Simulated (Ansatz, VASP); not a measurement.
# CaO3 in VASP and in Ansatz

```
CELL_PARAMETERS angstrom
5.08067 0.00000 0.00000
-2.54033 4.39999 0.00000
0.00000 0.00000 4.51716
ATOMIC_POSITIONS crystal
Ca 0.33333 0.66667 0.25000
Ca 0.66667 0.33333 0.75000
O 0.79039 0.58078 0.25000
O 0.20961 0.79039 0.75000
O 0.41922 0.20961 0.25000
O 0.20961 0.41922 0.75000
O 0.79039 0.20961 0.25000
O 0.58078 0.79039 0.75000
```

Alike in both runs: functional PBE; k mesh 6 × 6 × 4; occupations gaussian, width 0.1 eV; collinear spin.

Ansatz relaxed the structure, and its values are those at the end. VASP's run is a single point on that final structure, the one shown.

```csv
,VASP,Ansatz
version,VASP 6.6.1,Ansatz 0.2.0
potentials or method,"VASP PAW PBE potentials, release 64 (Ca_sv, O), cutoff 520 eV","scalar-relativistic, plane waves, PAW"
valence electrons in the cell,56,56
```

VASP gave:

- gap on the k mesh at the Fermi level (eV): none
- pressure (GPa): 0.2
- rms of the force components (eV/Å): 0.019
- net moment per atom (μB): 0.50
- size of the moment on the site where the two differ most (μB): 0.56

**Question.** What did Ansatz give for the same quantities?

**Answer.** gap on the k mesh at the Fermi level (eV): none; pressure (GPa): -0.1; rms of the force components (eV/Å): 0.000; net moment per atom (μB): 0.50; size of the moment on the site where the two differ most (μB): 0.57.

Site moments also hang on the region over which each program counts them. A gap of «none» marks a metal or a gap that the smearing closes. The functional is the same, so the differences come from potentials, cutoffs and numerics.
